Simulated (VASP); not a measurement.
# LiNbO3 (R3c) in VASP: a series of runs

The runs below take LiNbO3 through single point, with PBE+D3(BJ).

All numbers are computed with VASP 6.6.1; they aren't measurements. Logs are shortened: lines on timing, memory, paths and dates and some standing lists are left out, and cuts for length are marked.

## Step 1: The cell of the first run

Symmetry: R3c, No. 161, trigonal system. Conventional cell: a = 5.132 Å, b = 5.132 Å, c = 13.887 Å, α = 90.00°, β = 90.00°, γ = 120.00°. Within 2.7 Å of Li (site symmetry 3) lie 6 O at 2.03 to 2.25 Å. Nb (site symmetry 3) has 6 O at 1.88 to 2.14 Å within 2.5 Å. Within 2.5 Å of O (site symmetry 1) lie 2 Nb at 1.88 to 2.14 Å and 2 Li at 2.03 to 2.25 Å.

## Step 2: Single point, PBE+D3(BJ)

Contents of INCAR:

```
SYSTEM = LiNbO3
PREC = Accurate
ENCUT = 520
EDIFF = 1E-6
ISMEAR = 0
SIGMA = 0.02
LREAL = .FALSE.
LASPH = .TRUE.
NELM = 100
ALGO = Normal
ISIF = 2
LWAVE = .FALSE.
LCHARG = .FALSE.
GGA = PE
IVDW = 12
NBANDS = 45
```

Contents of KPOINTS:

```
regular mesh
0
G
  6 6 6
  0 0 0
```

Contents of POSCAR:

```
LiNbO3
1.0
    2.5660866412      1.4815308130      4.6290640286
   -2.5660866412      1.4815308130      4.6290640286
    0.0000000000     -2.9630616261      4.6290640286
Li Nb O
2 2 6
Direct
    0.2817721754      0.2817721754      0.2817721754
    0.7817721754      0.7817721754      0.7817721754
    0.0000715063      0.0000715063      0.0000715063
    0.5000715063      0.5000715063      0.5000715063
    0.1057520062      0.3646878709      0.7195314413
    0.7195314413      0.1057520062      0.3646878709
    0.3646878709      0.7195314413      0.1057520062
    0.2195314413      0.8646878709      0.6057520062
    0.8646878709      0.6057520062      0.2195314413
    0.6057520062      0.2195314413      0.8646878709
```

Potentials or basis: VASP PAW PBE potentials, release 64 (Li_sv, Nb_sv, O).

On the command line:

```console
cat potpaw_PBE.64/Li_sv/POTCAR potpaw_PBE.64/Nb_sv/POTCAR potpaw_PBE.64/O/POTCAR > POTCAR
mpirun -np 1 vasp_std > vasp.out
```

OUTCAR:

```text
SYSTEM = LiNbO3
   PREC = Accurate
   ENCUT = 520
   EDIFF = 1E-6
   ISMEAR = 0
   LREAL = .FALSE.
   LASPH = .TRUE.
   NELM = 100
   ISIF = 2
   GGA = PE
   IVDW = 12
 IVDW          = 12

 ion  position               nearest neighbor table
   1  0.282  0.282  0.282-   8 2.03  10 2.03   9 2.03   7 2.25   5 2.25   6 2.25
   2  0.782  0.782  0.782-   7 2.03   6 2.03   5 2.03   8 2.25   9 2.25  10 2.25
   3  0.000  0.000  0.000-   5 1.88   6 1.88   7 1.88   9 2.14   8 2.14  10 2.14
   4  0.500  0.500  0.500-   9 1.88  10 1.88   8 1.88   5 2.14   7 2.14   6 2.14
   5  0.106  0.365  0.720-   3 1.88   2 2.03   4 2.14   1 2.25
   6  0.720  0.106  0.365-   3 1.88   2 2.03   4 2.14   1 2.25
   7  0.365  0.720  0.106-   3 1.88   2 2.03   4 2.14   1 2.25
   8  0.220  0.865  0.606-   4 1.88   1 2.03   3 2.14   2 2.25
   9  0.865  0.606  0.220-   4 1.88   1 2.03   3 2.14   2 2.25
  10  0.606  0.220  0.865-   4 1.88   1 2.03   3 2.14   2 2.25

  LATTYP: Found a trigonal (rhomboedric) cell.
 ALAT       =     5.4961775791
 COS(alpha) =     0.5640355118

  Lattice vectors:

 A1 = (   2.5660866412,   1.4815308130,   4.6290640286)
 A2 = (  -2.5660866412,   1.4815308130,   4.6290640286)
 A3 = (   0.0000000000,  -2.9630616261,   4.6290640286)

Analysis of symmetry for initial positions (statically):
=====================================================================
 Subroutine PRICEL returns:
 Original cell was already a primitive cell.

 Routine SETGRP: Setting up the symmetry group for a
 trigonal (rhombohedral) supercell.

 Subroutine GETGRP returns: Found  6 space group operations
 (whereof  3 operations were pure point group operations)
 out of a pool of 12 trial point group operations.

The static configuration has the point symmetry C_3 .
 The point group associated with its full space group is C_3v.

Analysis of symmetry for dynamics (positions and initial velocities):
=====================================================================
 Subroutine PRICEL returns:
 Original cell was already a primitive cell.

 Routine SETGRP: Setting up the symmetry group for a
 trigonal (rhombohedral) supercell.

 Subroutine GETGRP returns: Found  6 space group operations
 (whereof  3 operations were pure point group operations)
 out of a pool of 12 trial point group operations.

The dynamic configuration has the point symmetry C_3 .
 The point group associated with its full space group is C_3v.

 Subroutine INISYM returns: Found  6 space group operations
 (whereof  3 operations are pure point group operations),
 and found     1 'primitive' translations

----------------------------------------------------------------------------------------

                                     Primitive cell

  volume of cell :     105.5909

  direct lattice vectors                    reciprocal lattice vectors
     2.566086641  1.481530813  4.629064029     0.194849228  0.112496254  0.072008797
    -2.566086641  1.481530813  4.629064029    -0.194849228  0.112496254  0.072008797
     0.000000000 -2.963061626  4.629064029     0.000000000 -0.224992508  0.072008797

  length of vectors
     5.496177579  5.496177579  5.496177579     0.236234831  0.236234831  0.236234831

  position of ions in fractional coordinates (direct lattice)
     0.281772175  0.281772175  0.281772175
     0.781772175  0.781772175  0.781772175
     0.000071506  0.000071506  0.000071506
     0.500071506  0.500071506  0.500071506
     0.105752006  0.364687871  0.719531441
     0.719531441  0.105752006  0.364687871
     0.364687871  0.719531441  0.105752006
     0.219531441  0.864687871  0.605752006
     0.864687871  0.605752006  0.219531441
     0.605752006  0.219531441  0.864687871

  ion indices of the primitive-cell ions
   primitive index   ion index
                 1           1
                 2           2
                 3           3
                 4           4
                 5           5
                 6           6
                 7           7
                 8           8
                 9           9
                10          10

----------------------------------------------------------------------------------------

 KPOINTS: regular mesh

Automatic generation of k-mesh.
 Grid dimensions read from file:
 generate k-points for:    6    6    6

 Generating k-lattice:

  Cartesian coordinates                     Fractional coordinates (reciprocal lattice)
     0.032474871  0.018749376  0.012001466     0.166666667  0.000000000  0.000000000
    -0.032474871  0.018749376  0.012001466     0.000000000  0.166666667  0.000000000
     0.000000000 -0.037498751  0.012001466    -0.000000000 -0.000000000  0.166666667

  Length of vectors
     0.039372472  0.039372472  0.039372472

  Shift w.r.t. Gamma in fractional coordinates (k-lattice)
     0.000000000  0.000000000  0.000000000

 Subroutine IBZKPT returns following result:
 ===========================================

 Found     32 irreducible k-points:

 Following reciprocal coordinates:
            Coordinates               Weight
  0.000000  0.000000  0.000000      1.000000
  0.166667  0.000000  0.000000      6.000000
  0.333333  0.000000  0.000000      6.000000
  0.500000  0.000000  0.000000      3.000000
  0.166667  0.166667  0.000000      6.000000
  0.333333  0.166667  0.000000     12.000000
[... 16 lines left out ...]
  0.500000  0.500000  0.166667      6.000000
 -0.333333  0.500000  0.166667     12.000000
 [... further k-points ...]
   k-points           NKPTS =     32   k-points in BZ     NKDIM =     32   number of bands    NBANDS=     45
   number of dos      NEDOS =    301   number of ions     NIONS =     10
   total plane-waves  NPLWV =  74088
   dimension x,y,z NGX =    42 NGY =   42 NGZ =   42
   dimension x,y,z NGXF=    84 NGYF=   84 NGZF=   84
   ions per type =               2   2   6
   NGX,Y,Z   is equivalent  to a cutoff of  12.70, 12.70, 12.70 a.u.
   NGXF,Y,Z  is equivalent  to a cutoff of  25.41, 25.41, 25.41 a.u.
 SYSTEM =  LiNbO3
   PREC   = accura    normal or accurate (medium, high low for compatibility)
   ISTART =      0    job   : 0-new  1-cont  2-samecut
   ICHARG =      2    charge: 1-file 2-atom 10-const
   ISPIN  =      1    spin polarized calculation?
   LNONCOLLINEAR =      F non collinear calculations
   LSORBIT =      F    spin-orbit coupling
   LASPH  =      T    aspherical Exc in radial PAW
   ENCUT  =  520.0 eV  38.22 Ry    6.18 a.u.  10.22 10.22 10.22*2*pi/ulx,y,z
   NELM   =    100;   NELMIN=  2; NELMDL= -5     # of ELM steps
   EDIFF  = 0.1E-05   stopping-criterion for ELM
   LREAL  =      F    real-space projection
   EDIFFG = 0.1E-04   stopping-criterion for IOM
   NSW    =      0    number of steps for IOM
   IBRION =     -1    ionic relax: 0-MD 1-quasi-New 2-CG
   NFREE  =      0    steps in history (QN), initial steepest desc. (CG)
   ISIF   =      2    stress and relaxation
   ISYM   =      2    0-nonsym 1-usesym 2-fastsym
   POTIM  = 0.5000    time-step for ionic-motion
   TEBEG  =    0.0;   TEEND  =   0.0 temperature during run
   PSTRESS=    0.0 pullay stress
   NELECT =      68.0000    total number of electrons
   NUPDOWN=      -1.0000    fix difference up-down
   EMIN   =  10.00;   EMAX   =-10.00  energy-range for DOS
   EFERMI =   0.00;   METHOD = LEGACY
   ISMEAR =     0;   SIGMA  =   0.02  broadening in eV -4-tet -1-fermi 0-gaus
   EFERMI_NEDOS =   21; number of points for ismear=-14 and -15
   IALGO  =     38    algorithm
   IMIX   =      4    mixing-type and parameters
     AMIX     =   0.40;   BMIX     =  1.00
     AMIX_MAG =   1.60;   BMIX_MAG =  1.00
  volume/ion in A,a.u.               =      10.56        71.26
  Fermi-wavevector in a.u.,A,eV,Ry     =   1.413738  2.671578 27.193361  1.998656
  Thomas-Fermi vector in A             =   2.535353
   LORBIT       =      0    0 simple, 1 ext, 2 COOP (PROOUT), +10 PAW based schemes
   GGA     = PE    functional components
   LHFCALC =     F    Hartree Fock is set to
   AEXX    =    0.0000 exact exchange contribution
   IVDW    =    12    specifies the selected vdW correction
   LEPSILON=     F    determine dielectric tensor
   LRPA    =     F    only Hartree local field effects (RPA)
 non-spin polarized calculation
 Gauss-broadening in eV      SIGMA  =   0.02
  energy-cutoff  :      520.00
  volume of cell :      105.59
 maximum number of plane-waves:      2874
 NGX is ok and might be reduce to    42
   NGX = 21   NGY = 21   NGZ = 21

 number of electron      67.9999998 magnetization

 Free energy of the ion-electron system (eV)
  ---------------------------------------------------
  ext. energy  EPLUGINS =         0.00000000
  ---------------------------------------------------
  free energy    TOTEN  =       -80.00567446 eV

  energy without entropy =      -80.00567446  energy(sigma->0) =      -80.00567446

 E-fermi :   3.7251     XC(G=0): -10.8435

 val. band max:        3.5970630916   @ k =   0.1667   0.1667   0.1667
 cond. band min:       7.1711763408   @ k =   0.5000   0.3333   0.0000
 fundamental gap:      3.5741132493
 Fermi energy:         3.7251353277

 k-point     1 :       0.0000    0.0000    0.0000
  band No.  band energies     occupation
      1     -50.6002      2.00000
      2     -50.5848      2.00000
      3     -38.8851      2.00000
      4     -38.8824      2.00000
      5     -26.8925      2.00000
      6     -26.8925      2.00000
[... 37 lines left out ...]
     44      13.4560      0.00000
     45      13.4879      0.00000

 k-point     2 :       0.1667    0.0000    0.0000
  band No.  band energies     occupation
      1     -50.5992      2.00000
      2     -50.5858      2.00000
      3     -38.8849      2.00000
      4     -38.8826      2.00000
      5     -26.8840      2.00000
      6     -26.8826      2.00000
[... 1048 lines left out ...]
 k-point    24 :      -0.3333    0.5000    0.1667
  band No.  band energies     occupation
      1     -50.5937      2.00000
      2     -50.5911      2.00000
      3     -38.8841      2.00000
      4     -38.8836      2.00000
      5     -26.8957      2.00000
      6     -26.8939      2.00000
[... 37 lines left out ...]
     44      13.1074      0.00000
     45      14.1370      0.00000

 [... further k-points ...]

------------------------ aborting loop because EDIFF is reached ----------------------------------------

 Edisp (eV)   -2.30205

 E8    (eV) :    -0.9131

  FORCE on cell =-STRESS in cart. coord.  units (eV):
  Direction    XX          YY          ZZ          XY          YZ          ZX
  --------------------------------------------------------------------------------------
  -------------------------------------------------------------------------------------
  Total      -0.26047    -0.26047    -0.22106     0.00000     0.00000     0.00000
  in kB      -3.95223    -3.95223    -3.35419     0.00000     0.00000     0.00000
  external pressure =       -3.75 kB  Pullay stress =        0.00 kB

 VOLUME and BASIS-vectors are now :
 -----------------------------------------------------------------------------
  energy-cutoff  :      520.00
  volume of cell :      105.59
      direct lattice vectors                 reciprocal lattice vectors
     2.566086641  1.481530813  4.629064029     0.194849228  0.112496254  0.072008797
    -2.566086641  1.481530813  4.629064029    -0.194849228  0.112496254  0.072008797
     0.000000000 -2.963061626  4.629064029     0.000000000 -0.224992508  0.072008797

 POSITION                                       TOTAL-FORCE (eV/Angst)
 -----------------------------------------------------------------------------------
      0.00000     -0.00000      3.91302        -0.000000     -0.000000      0.002268
      0.00000     -0.00000     10.85662        -0.000000     -0.000000      0.002268
      0.00000     -0.00000      0.00099        -0.000000      0.000000     -0.015299
      0.00000     -0.00000      6.94459        -0.000000      0.000000     -0.015299
     -0.66445     -1.43504      5.50845         0.009689     -0.002100      0.004344
      1.57501      0.14209      5.50845        -0.003026      0.009441      0.004344
     -0.91056      1.29295      5.50845        -0.006663     -0.007341      0.004344
     -1.65553     -0.18858      7.82299         0.006663     -0.007341      0.004344
      0.66445      1.52802      7.82299        -0.009689     -0.002100      0.004344
      0.99108     -1.33944      7.82299         0.003026      0.009441      0.004344
 -----------------------------------------------------------------------------------
    total drift:                                0.000000     -0.000001     -0.000107

  FREE ENERGIE OF THE ION-ELECTRON SYSTEM (eV)
  ---------------------------------------------------
  free  energy   TOTEN  =       -82.3077273481 eV

  energy  without entropy=      -82.3077273481  energy(sigma->0) =      -82.30772735
```

Wall time 5.4 min (1 thread of Intel Xeon 8259CL, shared host); peak memory 0.33 GiB.

What came out:

| Quantity | Value |
| --- | --- |
| Free energy | -82.3077 eV |
| Largest force | 0.015 eV/Å |
| Band gap on the k mesh | 3.57 eV (least direct gap 3.62 eV) |
| Dispersion energy per atom | -0.230 eV |

Forces on the atoms (eV/Å):
```
Li   0.000  0.000  0.002
Li   0.000  0.000  0.002
Nb   0.000  0.000 -0.015
Nb   0.000  0.000 -0.015
O    0.010 -0.002  0.004
O   -0.003  0.009  0.004
O   -0.007 -0.007  0.004
O    0.007 -0.007  0.004
O   -0.010 -0.002  0.004
O    0.003  0.009  0.004
```

Caveat: the cutoff is under 1.25 times the usual one of these potentials, so pressure, stress and relaxed cells hold a basis-set (Pulay) error. A k mesh can miss the band edges.

## Step 3: Single point, PBE+D3(BJ)

This run uses another cell than the first one, of 10.63 Å³/atom.

Contents of INCAR:

```
PREC = Accurate
ENCUT = 520
EDIFF = 1E-6
ISMEAR = 0
SIGMA = 0.1
LREAL = F
LASPH = T
NELM = 100
ALGO = Normal
ISIF = 2
LWAVE = F
LCHARG = T
GGA = PE
IVDW = 12
LELF = T
LVHAR = T
NBANDS = 45
```

Contents of KPOINTS:

```
regular mesh
0
Gamma
  6 6 6
```

Contents of POSCAR:

```
LiNbO3
1.0
    2.5758000000      1.4871388234      4.6230000000
   -2.5758000000      1.4871388234      4.6230000000
    0.0000000000     -2.9742776468      4.6230000000
Li Nb O
2 2 6
Direct
    0.2815000000      0.2815000000      0.2815000000
    0.7815000000      0.7815000000      0.7815000000
    0.0000550000      0.0000550000      0.0000550000
    0.5000550000      0.5000550000      0.5000550000
    0.1123100000      0.3583600000      0.7195900000
    0.7195900000      0.1123100000      0.3583600000
    0.3583600000      0.7195900000      0.1123100000
    0.2195900000      0.8583600000      0.6123100000
    0.8583600000      0.6123100000      0.2195900000
    0.6123100000      0.2195900000      0.8583600000
```

Potentials or basis: VASP PAW PBE potentials, release 64 (Li_sv, Nb_sv, O).

On the command line:

```console
cat potpaw_PBE.64/Li_sv/POTCAR potpaw_PBE.64/Nb_sv/POTCAR potpaw_PBE.64/O/POTCAR > POTCAR
mpirun -np 1 vasp_std > vasp.out
```

It took 5.6 min on 1 thread of Intel Xeon 8259CL, shared host; peak memory 0.33 GiB.

It converged, with:

- Free energy: -82.2925 eV
- Largest force: 0.200 eV/Å
- Band gap on the k mesh: 3.60 eV (least direct gap 3.61 eV)
- Dispersion energy per atom: -0.229 eV

Forces in eV/Å, atoms in the order of the input:
```
Li   0.000  0.000  0.003
Li   0.000  0.000  0.003
Nb   0.000  0.000 -0.108
Nb   0.000  0.000 -0.108
O   -0.183  0.072  0.035
O    0.029 -0.195  0.035
O    0.154  0.123  0.035
O   -0.154  0.123  0.035
O    0.183  0.072  0.035
O   -0.029 -0.195  0.035
```

Levels at points of the mesh, in eV from the valence-band top:
```
           k point  band 30  band 31  band 32  band 33  band 34  band 35  band 36  band 37  band 38  band 39
(0.00, 0.00, 0.00)    -0.70    -0.70    -0.48    -0.01    -0.01     3.60     3.60     4.07     5.18     5.18
(0.50, 0.00, 0.00)    -0.45    -0.30    -0.30    -0.22    -0.22     3.90     3.90     4.73     4.73     4.95
(0.50, 0.50, 0.00)    -0.98    -0.71    -0.65    -0.48    -0.19     3.69     4.17     4.63     4.67     5.26
(0.50, 0.50, 0.50)    -0.61    -0.32    -0.32    -0.32    -0.32     4.65     4.65     4.85     4.85     4.85
```

Caveat: the cutoff is under 1.25 times the usual one of these potentials, so pressure, stress and relaxed cells hold a basis-set (Pulay) error. A k mesh can miss the band edges.
